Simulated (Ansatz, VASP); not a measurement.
One calculation of As, two programs

INCAR

```
PREC = Accurate
ENCUT = 600
EDIFF = 1E-6
ISMEAR = -1
SIGMA = 0.1
LREAL = F
LASPH = T
NELM = 100
ALGO = Normal
ISIF = 3
LWAVE = F
LCHARG = F
GGA = RP
IBRION = 2
NSW = 80
EDIFFG = -0.01
```

Contents of KPOINTS:

```
regular mesh
0
Gamma
  10 10 10
```

Contents of POSCAR:

```
As
1.0
    1.8807975058      1.0858789463      3.5140618606
   -1.8807975058      1.0858789463      3.5140618606
    0.0000000000     -2.1717578925      3.5140618606
As
2
Direct
    0.7740000000      0.7740000000      0.7740000000
    0.2260000000      0.2260000000      0.2260000000
```

Input for Ansatz:

```yaml
crystal:
  lattice:
    - [1.8807975058, 1.0858789463, 3.5140618606]
    - [-1.8807975058, 1.0858789463, 3.5140618606]
    - [0.0, -2.1717578925, 3.5140618606]
  atoms:
    - { symbol: As, position: [0.774, 0.774, 0.774] }
    - { symbol: As, position: [0.226, 0.226, 0.226] }
hamiltonian:
  xc: rpbe
  pseudopotentials:
    kind: paw
    azcp:
      As: "pseudopotentials/As.paw.azcp"
basis:
  ecutwfc: 420
  fft_grid_basis: typed
kpoints:
  mp_grid: { grid: [10, 10, 10], shift: [0, 0, 0] }
magnetization:
  spin_polarized: false
scf:
  occupations: { method: fermi_dirac, width: 0.1 }
relax:
  max_steps: 60
  f_tol: 0.01
  cell: {}
```

Alike in both runs: task relaxation of cell and atoms; functional RPBE; k mesh 10 × 10 × 10; occupations fermi-dirac, width 0.1 eV; no spin polarisation.

|  | VASP | Ansatz |
| --- | --- | --- |
| version | VASP 6.6.1 | Ansatz 0.2.0 |
| potentials or method | VASP PAW PBE potentials, release 64 (As), cutoff 600 eV | plane waves (420 eV) with PAW, scalar-relativistic |
| valence electrons in the cell | 10 | 30 |

```csv
,VASP,Ansatz,Ansatz less VASP
relaxed volume (Å³/atom),36.78,39.89,+3.111
relaxed length of the cell vector where the two differ most in proportion (Å),6.711,7.238,+0.5275
```

VASP's potentials were made for PBE, not for RPBE. One of these differences is far larger than is usual between the two programs; its cause wasn't traced. VASP's potentials hold 10 valence electrons a cell and Ansatz's 30, so a difference there can come from the potentials and not from the codes.

Noted on VASP's run: the volume moved by over 15 % at a fixed basis, so the end points are rough.
